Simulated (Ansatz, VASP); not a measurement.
One calculation of YbH3, two programs

Contents of INCAR:

```
ALGO = Normal
EDIFF = 1E-6
EDIFFG = -0.01
ENCUT = 600
GGA = PE
IBRION = 2
ISIF = 3
ISMEAR = 0
LASPH = T
LCHARG = F
LREAL = F
LWAVE = F
NELM = 80
NSW = 100
PREC = Accurate
SIGMA = 0.1
```

KPOINTS

```
k-points
0
Gamma
  16 16 16
```

The input POSCAR:

```
YbH3
1.0
    0.0000000000      2.5407171146      2.5407171146
    2.5407171146      0.0000000000      2.5407171146
    2.5407171146      2.5407171146      0.0000000000
Yb H
1 3
Direct
    0.0000000000      0.0000000000      0.0000000000
    0.7500000000      0.7500000000      0.7500000000
    0.2500000000      0.2500000000      0.2500000000
    0.5000000000      0.5000000000      0.5000000000
```

Input for Ansatz:

```yaml
crystal:
  lattice:
    - [0.0, 2.5407171146, 2.5407171146]
    - [2.5407171146, 0.0, 2.5407171146]
    - [2.5407171146, 2.5407171146, 0.0]
  atoms:
    - { symbol: Yb, position: [0.0, 0.0, 0.0] }
    - { symbol: H, position: [0.75, 0.75, 0.75] }
    - { symbol: H, position: [0.25, 0.25, 0.25] }
    - { symbol: H, position: [0.5, 0.5, 0.5] }
basis:
  ecutwfc: 420
kpoints:
  mp_grid: { grid: [16, 16, 16] }
hamiltonian:
  xc: pbe
scf:
  occupations: { method: gaussian, width: 0.1 }
output:
  forces: true
  stress: true
  eigenvalues: true
  write_density: true
  write_potential: true
  elf: true
  volumetric_format: npy
relax:
  adjacent_minimum: "off"
  f_tol: 0.01
  max_steps: 80
  cell: { stress_tol: 0.05 }
```

Alike in both runs: task relaxation of cell and atoms; functional PBE; k mesh 16 × 16 × 16; occupations gaussian, width 0.1 eV; no spin polarisation.

```csv
,VASP,Ansatz
version,VASP 6.6.1,Ansatz 0.2.0
potentials or method,"VASP PAW PBE potentials, release 64 (Yb, H), cutoff 600 eV","scalar-relativistic, plane waves, PAW"
valence electrons in the cell,27,27
```

```tsv
	VASP	Ansatz	Ansatz less VASP
gap on the k mesh at the Fermi level, each at its own relaxed structure (eV)	none	none	-
relaxed volume (Å³/atom)	8.20	8.20	0.000
relaxed cell length with the largest relative difference (Å)	3.593	3.593	0.0000
```

A gap of «none» marks a metal or a gap that the smearing closes.

Spin-orbit coupling is off throughout. Noted on VASP's run: the relaxation stopped at its first step, so nothing moved.
